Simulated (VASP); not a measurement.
Wanted: the native input for a VASP 6.6.1 run.

| Quantity | Value |
| --- | --- |
| Task | single point |
| Functional | r2SCAN |
| Potentials or basis | VASP PAW PBE potentials, release 64 (Ge_d) |
| Cutoff | 520 eV |
| k mesh | 11 × 11 × 11 |
| Occupations | fermi-dirac, width 0.05 eV |
| Spin | no spin polarisation |
| Dipole correction | no |
| Further INCAR settings | ALGO = Normal; EDIFF = 1e-06; NBANDS = 21 |

Crystal: Ge.

```
Ge
1.0
    -2.47915    2.63307    1.42730
     2.47915   -2.63307    1.42730
     2.47915    2.63307   -1.42730
Ge
2
Direct
  0.31406 0.06406 0.25000
  0.68594 0.93594 0.75000
```

These files were run (other wordings do the same):

POSCAR

```
Ge
1.0
   -2.4791465020      2.6330714371      1.4273027698
    2.4791465020     -2.6330714371      1.4273027698
    2.4791465020      2.6330714371     -1.4273027698
Ge
2
Direct
    0.3140570000      0.0640570000      0.2500000000
    0.6859430000      0.9359430000      0.7500000000
```

INCAR.step1

```
ALGO = Normal
EDIFF = 1E-4
ENCUT = 520
GGA = PE
ISMEAR = -1
LASPH = T
LCHARG = F
LREAL = F
LWAVE = T
NBANDS = 21
NELM = 100
PREC = Accurate
SIGMA = 0.05
```

INCAR.step2

```
ALGO = Normal
EDIFF = 1E-6
ENCUT = 520
ISIF = 2
ISMEAR = -1
ISTART = 1
LASPH = T
LCHARG = T
LELF = T
LMIXTAU = T
LREAL = F
LVHAR = T
LWAVE = F
METAGGA = R2SCAN
NBANDS = 21
NELM = 100
PREC = Accurate
SIGMA = 0.05
```

KPOINTS

```
k-points
0
Gamma
  11 11 11
```

Potentials or basis: VASP PAW PBE potentials, release 64 (Ge_d).

Run with:

```console
$ cat potpaw_PBE.64/Ge_d/POTCAR > POTCAR
$ cp INCAR.step1 INCAR
$ mpirun -np 1 vasp_std > vasp.out
$ cp INCAR.step2 INCAR
$ mpirun -np 1 vasp_std > vasp.out
```

Results of the run:

| Quantity | Value |
| --- | --- |
| Pressure | 0.0 GPa |
| Largest force | 0.086 eV/Å |
| Band gap on the k mesh | zero (bands 14 and 15 overlap by 5.65 eV) |

Caveat: the PAW data sets were made with another functional, which shifts forces and pressure a little.

It took 7.5 min on 1 thread of Intel(R) Xeon(R) Platinum 8488C (Sapphire Rapids) (shared host), peak memory 0.27 GiB.
